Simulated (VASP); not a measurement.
# Se (Fd-3m) in VASP: further runs

Se is run at these levels: r2SCAN; tasks: single point.

Program: VASP 6.6.1. These are calculated values, not measurements. Logs are shortened: lines on timing, memory, paths and dates and some standing lists are left out, and cuts for length are marked.

### 1 The cell of the first run

It takes space group Fd-3m (No. 227, cubic). Conventional cell: a = 6.159 Å, b = 6.159 Å, c = 6.159 Å, α = 90.00°, β = 90.00°, γ = 90.00°. Se (site symmetry -43m) has 4 Se at 2.67 Å within 3.5 Å.

This isn't the form of Se at room conditions, which is trigonal, of chains.

### 2 Single point, r2SCAN

POSCAR

```
Se
1.0
    0.0000000000      3.0796671366      3.0796671366
    3.0796671366      0.0000000000      3.0796671366
    3.0796671366      3.0796671366      0.0000000000
Se
2
Direct
    0.0000000000      0.0000000000      0.0000000000
    0.2500000000      0.2500000000      0.2500000000
```

INCAR.step1

```
PREC = Accurate
ENCUT = 520
ISMEAR = -1
SIGMA = 0.1
LREAL = False
LASPH = True
NELM = 100
NBANDS = 13
GGA = PE
ALGO = Normal
EDIFF = 1E-4
LWAVE = True
LCHARG = False
```

INCAR.step2

```
PREC = Accurate
ENCUT = 520
EDIFF = 1E-6
ISMEAR = -1
SIGMA = 0.1
LREAL = False
LASPH = True
NELM = 100
ALGO = Normal
ISIF = 2
LWAVE = False
LCHARG = False
METAGGA = R2SCAN
LMIXTAU = True
NBANDS = 13
ISTART = 1
```

KPOINTS

```
Automatic mesh
0
Gamma
  9 9 9
```

Potentials or basis: VASP PAW PBE potentials, release 64 (Se).

The run is started by

```
> cat potpaw_PBE.64/Se/POTCAR > POTCAR
> cp INCAR.step1 INCAR
> mpirun -np 1 vasp_std > vasp.out
> cp INCAR.step2 INCAR
> mpirun -np 1 vasp_std > vasp.out
```

OUTCAR:

```text
PREC = Accurate
   ENCUT = 520
   EDIFF = 1E-6
   ISMEAR = -1
   LREAL = False
   LASPH = True
   NELM = 100
   ISIF = 2
   METAGGA = R2SCAN
   ISTART = 1

 ion  position               nearest neighbor table
   1  0.000  0.000  0.000-   2 2.67   2 2.67   2 2.67   2 2.67
   2  0.250  0.250  0.250-   1 2.67   1 2.67   1 2.67   1 2.67

  LATTYP: Found a face centered cubic cell.
 ALAT       =     6.1593342732

  Lattice vectors:

 A1 = (   0.0000000000,   3.0796671366,   3.0796671366)
 A2 = (   3.0796671366,   0.0000000000,   3.0796671366)
 A3 = (   3.0796671366,   3.0796671366,   0.0000000000)

Analysis of symmetry for initial positions (statically):
=====================================================================
 Subroutine PRICEL returns:
 Original cell was already a primitive cell.

 Routine SETGRP: Setting up the symmetry group for a
 face centered cubic supercell.

 Subroutine GETGRP returns: Found 48 space group operations
 (whereof 24 operations were pure point group operations)
 out of a pool of 48 trial point group operations.

The static configuration has the point symmetry T_d .
 The point group associated with its full space group is O_h .

Analysis of symmetry for dynamics (positions and initial velocities):
=====================================================================
 Subroutine PRICEL returns:
 Original cell was already a primitive cell.

 Routine SETGRP: Setting up the symmetry group for a
 face centered cubic supercell.

 Subroutine GETGRP returns: Found 48 space group operations
 (whereof 24 operations were pure point group operations)
 out of a pool of 48 trial point group operations.

The dynamic configuration has the point symmetry T_d .
 The point group associated with its full space group is O_h .

 Subroutine INISYM returns: Found 48 space group operations
 (whereof 24 operations are pure point group operations),
 and found     1 'primitive' translations

----------------------------------------------------------------------------------------

                                     Primitive cell

  volume of cell :      58.4173

  direct lattice vectors                    reciprocal lattice vectors
     0.000000000  3.079667137  3.079667137    -0.162355208  0.162355208  0.162355208
     3.079667137  0.000000000  3.079667137     0.162355208 -0.162355208  0.162355208
     3.079667137  3.079667137  0.000000000     0.162355208  0.162355208 -0.162355208

  length of vectors
     4.355307032  4.355307032  4.355307032     0.281207470  0.281207470  0.281207470

  position of ions in fractional coordinates (direct lattice)
     0.000000000  0.000000000  0.000000000
     0.250000000  0.250000000  0.250000000

  ion indices of the primitive-cell ions
   primitive index   ion index
                 1           1
                 2           2

----------------------------------------------------------------------------------------

 KPOINTS: Automatic mesh

Automatic generation of k-mesh.
 Grid dimensions read from file:
 generate k-points for:    9    9    9

 Generating k-lattice:

  Cartesian coordinates                     Fractional coordinates (reciprocal lattice)
    -0.018039468  0.018039468  0.018039468     0.111111111  0.000000000  0.000000000
     0.018039468 -0.018039468  0.018039468     0.000000000  0.111111111  0.000000000
     0.018039468  0.018039468 -0.018039468     0.000000000  0.000000000  0.111111111

  Length of vectors
     0.031245274  0.031245274  0.031245274

  Shift w.r.t. Gamma in fractional coordinates (k-lattice)
     0.000000000  0.000000000  0.000000000

 Subroutine IBZKPT returns following result:
 ===========================================

 Found     35 irreducible k-points:

 Following reciprocal coordinates:
            Coordinates               Weight
  0.000000  0.000000  0.000000      1.000000
  0.111111  0.000000  0.000000      8.000000
  0.222222  0.000000  0.000000      8.000000
  0.333333  0.000000  0.000000      8.000000
  0.444444  0.000000  0.000000      8.000000
  0.111111  0.111111  0.000000      6.000000
[... 16 lines left out ...]
 -0.333333  0.333333  0.000000     12.000000
  0.444444  0.444444  0.000000      6.000000
 [... further k-points ...]
   k-points           NKPTS =     35   k-points in BZ     NKDIM =     35   number of bands    NBANDS=     13
   number of dos      NEDOS =    301   number of ions     NIONS =      2
   total plane-waves  NPLWV =  32768
   dimension x,y,z NGX =    32 NGY =   32 NGZ =   32
   dimension x,y,z NGXF=    64 NGYF=   64 NGZF=   64
   ions per type =               2
   NGX,Y,Z   is equivalent  to a cutoff of  12.21, 12.21, 12.21 a.u.
   NGXF,Y,Z  is equivalent  to a cutoff of  24.43, 24.43, 24.43 a.u.
 SYSTEM =  unknown system
   PREC   = accura    normal or accurate (medium, high low for compatibility)
   ISTART =      1    job   : 0-new  1-cont  2-samecut
   ICHARG =      0    charge: 1-file 2-atom 10-const
   ISPIN  =      1    spin polarized calculation?
   LNONCOLLINEAR =      F non collinear calculations
   LSORBIT =      F    spin-orbit coupling
   LASPH  =      T    aspherical Exc in radial PAW
   ENCUT  =  520.0 eV  38.22 Ry    6.18 a.u.   8.10  8.10  8.10*2*pi/ulx,y,z
   NELM   =    100;   NELMIN=  2; NELMDL=  0     # of ELM steps
   EDIFF  = 0.1E-05   stopping-criterion for ELM
   LREAL  =      F    real-space projection
   EDIFFG = 0.1E-04   stopping-criterion for IOM
   NSW    =      0    number of steps for IOM
   IBRION =     -1    ionic relax: 0-MD 1-quasi-New 2-CG
   NFREE  =      0    steps in history (QN), initial steepest desc. (CG)
   ISIF   =      2    stress and relaxation
   ISYM   =      2    0-nonsym 1-usesym 2-fastsym
   POTIM  = 0.5000    time-step for ionic-motion
   TEBEG  =    0.0;   TEEND  =   0.0 temperature during run
   PSTRESS=    0.0 pullay stress
   NELECT =      12.0000    total number of electrons
   NUPDOWN=      -1.0000    fix difference up-down
   EMIN   =  10.00;   EMAX   =-10.00  energy-range for DOS
   EFERMI =   0.00;   METHOD = LEGACY
   ISMEAR =    -1;   SIGMA  =   0.10  broadening in eV -4-tet -1-fermi 0-gaus
   EFERMI_NEDOS =   21; number of points for ismear=-14 and -15
   IALGO  =     38    algorithm
   IMIX   =      4    mixing-type and parameters
     AMIX     =   0.40;   BMIX     =  1.00
     AMIX_MAG =   1.60;   BMIX_MAG =  1.00
  volume/ion in A,a.u.               =      29.21       197.11
  Fermi-wavevector in a.u.,A,eV,Ry     =   0.965950  1.825381 12.695053  0.933060
  Thomas-Fermi vector in A             =   2.095711
   LORBIT       =      0    0 simple, 1 ext, 2 COOP (PROOUT), +10 PAW based schemes
   METAGGA = R2SCAN    functional components
   LHFCALC =     F    Hartree Fock is set to
   AEXX    =    0.0000 exact exchange contribution
   IVDW    =     0    specifies the selected vdW correction
   LEPSILON=     F    determine dielectric tensor
   LRPA    =     F    only Hartree local field effects (RPA)
 non-spin polarized calculation
  energy-cutoff  :      520.00
  volume of cell :       58.42
 maximum number of plane-waves:      1592
   NGX = 17   NGY = 17   NGZ = 17

 number of electron      11.9999999 magnetization

 Free energy of the ion-electron system (eV)
  ---------------------------------------------------
  ext. energy  EPLUGINS =         0.00000000
  ---------------------------------------------------
  free energy    TOTEN  =       -27.27793854 eV

  energy without entropy =      -27.22132635  energy(sigma->0) =      -27.24963244

 E-fermi :   2.5624     XC(G=0):  -8.9940

 val. band max:        2.5323010485   @ k =  -0.2222   0.2222   0.0000
 cond. band min:       2.5687613343   @ k =   0.2222   0.1111   0.0000
 fundamental gap:      0.0364602858
 Fermi energy:         2.5624347259

 k-point     1 :       0.0000    0.0000    0.0000
  band No.  band energies     occupation
      1     -13.9841      2.00000
      2      -7.7630      2.00000
      3      -1.3561      2.00000
      4      -1.3561      2.00000
      5      -1.3561      2.00000
      6       1.6301      1.99982
      7       1.6301      1.99982
      8       1.6301      1.99982
      9       7.3022      0.00000
     10      10.6141      0.00000
     11      10.6141      0.00000
     12      12.6562      0.00000
     13      12.6563      0.00000

 k-point     2 :       0.1111    0.0000    0.0000
  band No.  band energies     occupation
      1     -13.8898      2.00000
      2      -8.0372      2.00000
      3      -1.4830      2.00000
      4      -1.4830      2.00000
      5      -1.3826      2.00000
      6       1.8211      1.99879
      7       1.8211      1.99879
      8       1.8349      1.99862
      9       7.7261      0.00000
     10      10.2448      0.00000
     11      10.2448      0.00000
     12      12.2417      0.00000
     13      13.4660      0.00000

 k-point     3 :       0.2222    0.0000    0.0000
  band No.  band energies     occupation
      1     -13.6208      2.00000
      2      -8.7138      2.00000
      3      -1.7511      2.00000
      4      -1.7511      2.00000
      5      -1.5365      2.00000
      6       2.2380      1.92496
      7       2.2380      1.92496
      8       2.5310      1.15573
      9       8.6202      0.00000
     10       9.9300      0.00000
     11       9.9300      0.00000
     12      11.8054      0.00000
     13      15.0183      0.00000
[... 305 lines left out ...]
 k-point    23 :      -0.3333    0.3333    0.0000
  band No.  band energies     occupation
      1     -12.2442      2.00000
      2     -10.9029      2.00000
      3      -3.5609      2.00000
      4      -2.6067      2.00000
      5       0.0957      2.00000
      6       2.4770      1.40302
      7       3.9455      0.00000
      8       4.2006      0.00000
      9       8.0292      0.00000
     10      10.3166      0.00000
     11      10.5449      0.00000
     12      14.3172      0.00000
     13      15.2809      0.00000

 k-point    24 :       0.4444    0.4444    0.0000
  band No.  band energies     occupation
      1     -12.0731      2.00000
      2     -11.1094      2.00000
      3      -2.9946      2.00000
      4      -2.9946      2.00000
      5       0.4186      2.00000
      6       0.4653      2.00000
      7       4.9707      0.00000
      8       4.9707      0.00000
      9       8.6232      0.00000
     10       9.8307      0.00000
     11      13.0794      0.00000
     12      13.0795      0.00000
     13      13.6552      0.00000

 [... further k-points ...]

------------------------ aborting loop because EDIFF is reached ----------------------------------------

  FORCE on cell =-STRESS in cart. coord.  units (eV):
  Direction    XX          YY          ZZ          XY          YZ          ZX
  --------------------------------------------------------------------------------------
  -------------------------------------------------------------------------------------
  Total        1.0818253      1.0818253      1.0818253      0.0000000      0.0000000      0.0000000
  in kB       29.6706045     29.6706045     29.6706045      0.0000000      0.0000000      0.0000000
  external PRESSURE =      29.6706045 kB  Pullay stress =       0.0000000 kB

 VOLUME and BASIS-vectors are now :
 -----------------------------------------------------------------------------
  energy-cutoff  :      520.00
  volume of cell :       58.42
      direct lattice vectors                 reciprocal lattice vectors
     0.000000000  3.079667137  3.079667137    -0.162355208  0.162355208  0.162355208
     3.079667137  0.000000000  3.079667137     0.162355208 -0.162355208  0.162355208
     3.079667137  3.079667137  0.000000000     0.162355208  0.162355208 -0.162355208

 POSITION                                       TOTAL-FORCE (eV/Angst)
 -----------------------------------------------------------------------------------
      0.00000      0.00000      0.00000         0.000000     -0.000000      0.000000
      1.53983      1.53983      1.53983        -0.000000      0.000000     -0.000000
 -----------------------------------------------------------------------------------
    total drift:                               -0.000000      0.000000      0.000000

  FREE ENERGIE OF THE ION-ELECTRON SYSTEM (eV)
  ---------------------------------------------------
  free  energy   TOTEN  =       -27.2779385401 eV

  energy  without entropy=      -27.2213263479  energy(sigma->0) =      -27.24963244
```

Wall time 1.7 min (1 thread of Intel Xeon 8259CL, shared host); peak memory 0.19 GiB.

Results:

| Item | Value |
| --- | --- |
| Free energy | -27.2779 eV |
| Pressure | 3.0 GPa |
| Band gap on the k mesh | zero (bands 6 and 7 overlap by 1.20 eV) |

Levels at points of the mesh, in eV from the Fermi level:
```tsv
k point	band 3	band 4	band 5	band 6	band 7	band 8	band 9	band 10
(0.00, 0.00, 0.00)	-3.92	-3.92	-3.92	-0.93	-0.93	-0.93	4.74	8.05
```

Caveat: the PAW data sets were made with another functional, which shifts forces and pressure a little.

### 3 Single point, r2SCAN

This run uses another cell than the first one, of 30.16 Å³/atom.

POSCAR

```
Se
1.0
    0.0000000000      3.1127843762      3.1127843762
    3.1127843762      0.0000000000      3.1127843762
    3.1127843762      3.1127843762      0.0000000000
Se
2
Direct
    0.0000000000      0.0000000000      0.0000000000
    0.2500000000      0.2500000000      0.2500000000
```

INCAR.step1

```
ALGO = Normal ; EDIFF = 1E-4
ENCUT = 520 ; GGA = PE
ISMEAR = -1 ; LASPH = True
LCHARG = False ; LREAL = False
LWAVE = True ; NBANDS = 13
NELM = 80 ; PREC = Accurate
SIGMA = 0.1
```

INCAR.step2

```
ALGO = Normal ; EDIFF = 1E-6
ENCUT = 520 ; ISIF = 2
ISMEAR = -1 ; ISTART = 1
LASPH = True ; LCHARG = False
LMIXTAU = True ; LREAL = False
LWAVE = False ; METAGGA = R2SCAN
NBANDS = 13 ; NELM = 80
PREC = Accurate ; SIGMA = 0.1
```

KPOINTS

```
k-points
0
Gamma
  9 9 9
```

Potentials or basis: VASP PAW PBE potentials, release 64 (Se).

The run is started by

```
> cat potpaw_PBE.64/Se/POTCAR > POTCAR
> cp INCAR.step1 INCAR
> mpirun -np 1 vasp_std > vasp.out
> cp INCAR.step2 INCAR
> mpirun -np 1 vasp_std > vasp.out
```

OUTCAR:

```text
EDIFF = 1E-6
   ENCUT = 520
   ISIF = 2
   ISMEAR = -1
   ISTART = 1
   LASPH = True
   LREAL = False
   METAGGA = R2SCAN
   NELM = 80
   PREC = Accurate

 ion  position               nearest neighbor table
   1  0.000  0.000  0.000-   2 2.70   2 2.70   2 2.70   2 2.70
   2  0.250  0.250  0.250-   1 2.70   1 2.70   1 2.70   1 2.70

  LATTYP: Found a face centered cubic cell.
 ALAT       =     6.2255687524

  Lattice vectors:

 A1 = (   0.0000000000,   3.1127843762,   3.1127843762)
 A2 = (   3.1127843762,   0.0000000000,   3.1127843762)
 A3 = (   3.1127843762,   3.1127843762,   0.0000000000)

Analysis of symmetry for initial positions (statically):
=====================================================================
 Subroutine PRICEL returns:
 Original cell was already a primitive cell.

 Routine SETGRP: Setting up the symmetry group for a
 face centered cubic supercell.

 Subroutine GETGRP returns: Found 48 space group operations
 (whereof 24 operations were pure point group operations)
 out of a pool of 48 trial point group operations.

The static configuration has the point symmetry T_d .
[... 175 lines left out ...]
      4      -1.5303      2.00000
      5      -1.5303      2.00000
      6       1.3854      1.99969
      7       1.3854      1.99969
      8       1.3854      1.99969
      9       7.0010      0.00000
     10      10.3624      0.00000
     11      10.3624      0.00000
     12      12.3430      0.00000
     13      12.3430      0.00000
[... 354 lines left out ...]
  band No.  band energies     occupation
      1     -12.2152      2.00000
      2     -11.2976      2.00000
      3      -3.1042      2.00000
      4      -3.1041      2.00000
      5       0.1666      2.00000
      6       0.2366      2.00000
      7       4.5544      0.00000
      8       4.5544      0.00000
      9       8.3218      0.00000
     10       9.4597      0.00000
     11      12.7524      0.00000
     12      12.7524      0.00000
     13      13.3397      0.00000

 [... further k-points ...]

------------------------ aborting loop because EDIFF is reached ----------------------------------------

  FORCE on cell =-STRESS in cart. coord.  units (eV):
  Direction    XX          YY          ZZ          XY          YZ          ZX
  --------------------------------------------------------------------------------------
  -------------------------------------------------------------------------------------
  Total        0.5052817      0.5052817      0.5052817      0.0000000     -0.0000000      0.0000000
  in kB       13.4204500     13.4204500     13.4204500      0.0000000     -0.0000000      0.0000000
  external PRESSURE =      13.4204500 kB  Pullay stress =       0.0000000 kB

 VOLUME and BASIS-vectors are now :
 -----------------------------------------------------------------------------
  energy-cutoff  :      520.00
  volume of cell :       60.32
      direct lattice vectors                 reciprocal lattice vectors
     0.000000000  3.112784376  3.112784376    -0.160627894  0.160627894  0.160627894
     3.112784376  0.000000000  3.112784376     0.160627894 -0.160627894  0.160627894
     3.112784376  3.112784376  0.000000000     0.160627894  0.160627894 -0.160627894

 POSITION                                       TOTAL-FORCE (eV/Angst)
 -----------------------------------------------------------------------------------
      0.00000      0.00000      0.00000        -0.000000     -0.000000     -0.000000
      1.55639      1.55639      1.55639         0.000000      0.000000      0.000000
 -----------------------------------------------------------------------------------
    total drift:                                0.000000      0.000000      0.000000

  FREE ENERGIE OF THE ION-ELECTRON SYSTEM (eV)
  ---------------------------------------------------
  free  energy   TOTEN  =       -27.3034122999 eV

  energy  without entropy=      -27.2469695290  energy(sigma->0) =      -27.27519091
```

OUTCAR.step1:

```text
EDIFF = 1E-4
   ENCUT = 520
   GGA = PE
   ISMEAR = -1
   LASPH = True
[... 607 lines left out ...]
      0.00000      0.00000      0.00000         0.000000      0.000000      0.000000
      1.55639      1.55639      1.55639        -0.000000     -0.000000     -0.000000
 -----------------------------------------------------------------------------------
    total drift:                                0.000000      0.000000      0.000000

  FREE ENERGIE OF THE ION-ELECTRON SYSTEM (eV)
  ---------------------------------------------------
  free  energy   TOTEN  =        -5.9998309769 eV

  energy  without entropy=       -5.9424654463  energy(sigma->0) =       -5.97114821
```

OSZICAR.step1:

```text
N       E                     dE             d eps       ncg     rms          rms(c)
DAV:   1     0.426881962144E+02    0.42688E+02   -0.48885E+03   910   0.761E+02
DAV:   2    -0.326203161902E+01   -0.45950E+02   -0.43855E+02  1284   0.126E+02
DAV:   3    -0.598125335115E+01   -0.27192E+01   -0.26869E+01  1145   0.304E+01
DAV:   4    -0.600144659411E+01   -0.20193E-01   -0.20188E-01  1030   0.321E+00
DAV:   5    -0.600158678561E+01   -0.14019E-03   -0.14019E-03  1190   0.267E-01    0.588E+00
DAV:   6    -0.600037361828E+01    0.12132E-02   -0.11555E-03  1090   0.255E-01    0.352E+00
DAV:   7    -0.599977277233E+01    0.60085E-03   -0.30177E-03  1095   0.397E-01    0.410E-02
DAV:   8    -0.599983097689E+01   -0.58205E-04   -0.72753E-05   788   0.550E-02
   1 F= -.59998310E+01 E0= -.59711482E+01  d E =-.573655E-01
```

It took 2.6 min on 1 thread of Intel Xeon 8259CL, shared host; peak memory 0.22 GiB.

What came out:

- Free energy: -27.3034 eV
- Pressure: 1.3 GPa
- Band gap on the k mesh: zero (bands 6 and 7 overlap by 1.15 eV)

Caveat: the PAW data sets were made with another functional, which shifts forces and pressure a little.

(Part 1 of 2 ends here.)
